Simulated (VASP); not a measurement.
# LaAl2N3 (P4mm) in VASP: single point with PBE

Aim: the single point of LaAl2N3 with PBE.

All numbers are computed with VASP 6.6.1; they aren't measurements. Logs are shortened: lines on timing, memory, paths and dates and some standing lists are left out, and cuts for length are marked.

## 1. The cell of the first run

The structure is tetragonal, space group P4mm (No. 99). Conventional cell: a = 4.302 Å, b = 4.302 Å, c = 5.956 Å, α = 90.00°, β = 90.00°, γ = 90.00°. Within 2.8 Å of La (site symmetry 4mm) lie 4 N at 2.15 Å. Within 3.0 Å of Al (site symmetry 2mm) lie 3 N at 2.24 to 2.97 Å. N (site symmetry 2mm) has 2 La at 2.15 Å and 2 N at 2.16 Å and 1 Al at 2.24 Å within 2.8 Å. Within 2.9 Å of N (site symmetry 4mm) lie 4 N at 2.16 Å.

## 2. Single point, PBE

INCAR

```
PREC = Accurate
ENCUT = 520
EDIFF = 1E-7
ISMEAR = 0
SIGMA = 0.1
LREAL = False
LASPH = True
NELM = 80
ALGO = Normal
ISIF = 2
LWAVE = False
LCHARG = True
GGA = PE
LELF = True
LVHAR = True
NBANDS = 25
```

KPOINTS

```
Automatic mesh
0
Gamma
  4 4 4
```

POSCAR

```
LaAl2N3
1.0
    4.3023061300      0.0000000000      0.0000000000
    0.0000000000      4.3023061300      0.0000000000
    0.0000000000      0.0000000000      5.9561624100
La Al N
1 2 3
Direct
    0.5000000000      0.5000000000      0.6416195900
    0.5000000000      0.0000000000      0.0156150200
    0.0000000000      0.5000000000      0.0156150200
    0.5000000000      0.0000000000      0.6390352200
    0.0000000000      0.5000000000      0.6390352200
    0.0000000000      0.0000000000      0.6707714600
```

Potentials or basis: VASP PAW PBE potentials, release 64 (La, Al, N).

Started as:

```sh
cat potpaw_PBE.64/La/POTCAR potpaw_PBE.64/Al/POTCAR potpaw_PBE.64/N/POTCAR > POTCAR
mpirun -np 1 vasp_std > vasp.out
```

OUTCAR:

```text
PREC = Accurate
   ENCUT = 520
   EDIFF = 1E-7
   ISMEAR = 0
   LREAL = False
   LASPH = True
   NELM = 80
   ISIF = 2
   GGA = PE

 ion  position               nearest neighbor table
   1  0.500  0.500  0.642-   4 2.15   5 2.15   4 2.15   5 2.15   2 3.10   2 3.10   3 3.10   3 3.10

   2  0.500  0.000  0.016-   4 2.24   3 3.04   3 3.04   3 3.04   3 3.04   1 3.10   1 3.10
   3  0.000  0.500  0.016-   5 2.24   2 3.04   2 3.04   2 3.04   2 3.04   1 3.10   1 3.10
   4  0.500  0.000  0.639-   1 2.15   1 2.15   2 2.24
   5  0.000  0.500  0.639-   1 2.15   1 2.15   3 2.24
   6  0.000  0.000  0.671-

  LATTYP: Found a simple tetragonal cell.
 ALAT       =     4.3023061300
 C/A-ratio  =     1.3844115760

  Lattice vectors:

 A1 = (   4.3023061300,   0.0000000000,   0.0000000000)
 A2 = (   0.0000000000,   4.3023061300,   0.0000000000)
 A3 = (   0.0000000000,   0.0000000000,   5.9561624100)

Analysis of symmetry for initial positions (statically):
=====================================================================
 Subroutine PRICEL returns:
 Original cell was already a primitive cell.

 Routine SETGRP: Setting up the symmetry group for a
 simple tetragonal supercell.

 Subroutine GETGRP returns: Found  8 space group operations
 (whereof  8 operations were pure point group operations)
 out of a pool of 16 trial point group operations.

The static configuration has the point symmetry C_4v.

Analysis of symmetry for dynamics (positions and initial velocities):
=====================================================================
 Subroutine PRICEL returns:
 Original cell was already a primitive cell.

 Routine SETGRP: Setting up the symmetry group for a
 simple tetragonal supercell.

 Subroutine GETGRP returns: Found  8 space group operations
 (whereof  8 operations were pure point group operations)
 out of a pool of 16 trial point group operations.

The dynamic configuration has the point symmetry C_4v.

 Subroutine INISYM returns: Found  8 space group operations
 (whereof  8 operations are pure point group operations),
 and found     1 'primitive' translations

----------------------------------------------------------------------------------------

                                     Primitive cell

[... 90 lines left out ...]
   NELM   =     80;   NELMIN=  2; NELMDL= -5     # of ELM steps
   EDIFF  = 0.1E-06   stopping-criterion for ELM
   LREAL  =      F    real-space projection
   EDIFFG = 0.1E-05   stopping-criterion for IOM
   NSW    =      0    number of steps for IOM
   IBRION =     -1    ionic relax: 0-MD 1-quasi-New 2-CG
   NFREE  =      0    steps in history (QN), initial steepest desc. (CG)
   ISIF   =      2    stress and relaxation
   ISYM   =      2    0-nonsym 1-usesym 2-fastsym
   POTIM  = 0.5000    time-step for ionic-motion
   TEBEG  =    0.0;   TEEND  =   0.0 temperature during run
   PSTRESS=    0.0 pullay stress
   NELECT =      32.0000    total number of electrons
   NUPDOWN=      -1.0000    fix difference up-down
   EMIN   =  10.00;   EMAX   =-10.00  energy-range for DOS
   EFERMI =   0.00;   METHOD = LEGACY
   ISMEAR =     0;   SIGMA  =   0.10  broadening in eV -4-tet -1-fermi 0-gaus
   EFERMI_NEDOS =   21; number of points for ismear=-14 and -15
   IALGO  =     38    algorithm
   IMIX   =      4    mixing-type and parameters
     AMIX     =   0.40;   BMIX     =  1.00
     AMIX_MAG =   1.60;   BMIX_MAG =  1.00
  volume/ion in A,a.u.               =      18.37       124.00
  Fermi-wavevector in a.u.,A,eV,Ry     =   1.083931  2.048333 15.985582  1.174907
  Thomas-Fermi vector in A             =   2.220009
   LORBIT       =      0    0 simple, 1 ext, 2 COOP (PROOUT), +10 PAW based schemes
   GGA     = PE    functional components
   LHFCALC =     F    Hartree Fock is set to
   AEXX    =    0.0000 exact exchange contribution
   IVDW    =     0    specifies the selected vdW correction
   LEPSILON=     F    determine dielectric tensor
   LRPA    =     F    only Hartree local field effects (RPA)
 non-spin polarized calculation
 Gauss-broadening in eV      SIGMA  =   0.10
  energy-cutoff  :      520.00
  volume of cell :      110.25
 maximum number of plane-waves:      3000
 NGX is ok and might be reduce to    32
   NGX = 15   NGY = 15   NGZ = 23

 number of electron      31.9999997 magnetization

 Free energy of the ion-electron system (eV)
  ---------------------------------------------------
  ext. energy  EPLUGINS =         0.00000000
  ---------------------------------------------------
  free energy    TOTEN  =       -29.98421528 eV

  energy without entropy =      -29.94581695  energy(sigma->0) =      -29.96501612

 E-fermi :   4.6828     XC(G=0):  -9.2853

 val. band max:        4.6822685168   @ k =   0.2500   0.0000   0.5000
 cond. band min:       4.7305521540   @ k =   0.0000   0.0000   0.2500
 fundamental gap:      0.0482836372
 Fermi energy:         4.6828413643

 k-point     1 :       0.0000    0.0000    0.0000
  band No.  band energies     occupation
      1     -25.9351      2.00000
      2     -10.8132      2.00000
      3     -10.8132      2.00000
      4     -10.3831      2.00000
      5      -9.9382      2.00000
      6      -9.0693      2.00000
[... 493 lines left out ...]
     24       9.3588      0.00000
     25       9.5628      0.00000

------------------------ aborting loop because EDIFF is reached ----------------------------------------

  FORCE on cell =-STRESS in cart. coord.  units (eV):
  Direction    XX          YY          ZZ          XY          YZ          ZX
  --------------------------------------------------------------------------------------
  -------------------------------------------------------------------------------------
  Total        9.7539293      9.7539293     -3.8264861      0.0000000      0.0000000      0.0000000
  in kB      141.7493368    141.7493368    -55.6085503      0.0000000      0.0000000      0.0000000
  external PRESSURE =      75.9633744 kB  Pullay stress =       0.0000000 kB

 VOLUME and BASIS-vectors are now :
 -----------------------------------------------------------------------------
  energy-cutoff  :      520.00
  volume of cell :      110.25
      direct lattice vectors                 reciprocal lattice vectors
     4.302306130  0.000000000  0.000000000     0.232433483  0.000000000  0.000000000
     0.000000000  4.302306130  0.000000000     0.000000000  0.232433483  0.000000000
     0.000000000  0.000000000  5.956162410     0.000000000  0.000000000  0.167893340

 POSITION                                       TOTAL-FORCE (eV/Angst)
 -----------------------------------------------------------------------------------
      2.15115      2.15115      3.82159        -0.000000     -0.000000     -2.627984
      2.15115      0.00000      0.09301         0.000000      0.000000     -0.568940
      0.00000      2.15115      0.09301         0.000000      0.000000     -0.568940
      2.15115      0.00000      3.80620         0.000000      0.000000      1.608655
      0.00000      2.15115      3.80620         0.000000      0.000000      1.608655
      0.00000      0.00000      3.99522         0.000000      0.000000      0.548553
 -----------------------------------------------------------------------------------
    total drift:                                0.000000     -0.000000     -0.000171

  FREE ENERGIE OF THE ION-ELECTRON SYSTEM (eV)
  ---------------------------------------------------
  free  energy   TOTEN  =       -29.9842152822 eV

  energy  without entropy=      -29.9458169490  energy(sigma->0) =      -29.96501612
```

stdout:

```text
POSCAR found type information on POSCAR LaAlN
 POSCAR found :  3 types and       6 ions
 scaLAPACK will be used
 LDA part: xc-table for (Slater+PW92), standard interpolation
 POSCAR, INCAR and KPOINTS ok, starting setup
 FFT: planning ... GRIDC
 FFT: planning ... GRID_SOFT
 FFT: planning ... GRID
 WAVECAR not read
 entering main loop
```

Wall time 59 s (1 thread of Intel Xeon Platinum 8259CL at 2.50GHz (Skylake/Cascade Lake), shared host); peak memory 0.25 GiB.

What came out:

| Property | Result |
| --- | --- |
| Free energy | -29.9842 eV |
| Pressure | 7.6 GPa |
| Largest force | 2.628 eV/Å |
| Band gap on the k mesh | zero (band 16 reaches 5.39 eV, above the bottom of band 17 at 4.23 eV) |

Forces in eV/Å, atoms in the order of the input:
```
La   0.000  0.000 -2.628
Al   0.000  0.000 -0.569
Al   0.000  0.000 -0.569
N    0.000  0.000  1.609
N    0.000  0.000  1.609
N    0.000  0.000  0.549
```

Caveat: the k points lie up to 0.37 Å⁻¹ apart; spin-orbit coupling is left out, which moves the levels of the heavy elements; forces of over 1 eV/Å act on the atoms, so gaps and moduli don't describe the material at rest.
